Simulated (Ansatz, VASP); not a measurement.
**BN: VASP beside Ansatz**

```
CELL_PARAMETERS angstrom
2.55394 0.00000 0.00000
-1.27697 2.21178 0.00000
0.00000 0.00000 4.22685
ATOMIC_POSITIONS crystal
N 0.33333 0.66667 0.12528
N 0.66667 0.33333 0.62528
B 0.33333 0.66667 0.49972
B 0.66667 0.33333 0.99972
```

Alike in both runs: task relaxation of cell and atoms; functional PBE; dispersion D3(BJ); k mesh 12 × 12 × 6; occupations fermi-dirac, width 0.05 eV; no spin polarisation.

```csv
,VASP,Ansatz
version,VASP 6.6.1,Ansatz 0.2.0
potentials or method,"VASP PAW PBE potentials, release 64 (N, B)",Ansatz PAW
plane-wave cutoff (eV),600,420
valence electrons in the cell,16,16
```

```tsv
	VASP	Ansatz	Ansatz less VASP
gap on the k mesh at the Fermi level, each at its own relaxed structure (eV)	5.18	5.20	+0.019
relaxed volume (Å³/atom)	5.88	5.88	0.000
relaxed cell length with the largest relative difference (Å)	4.203	4.204	+0.0002
```

Noted on Ansatz's run: Pulay correction over one GPa; the plane-wave basis is chosen anew once the cell has moved, so the energies of steps on either side of that aren't comparable.
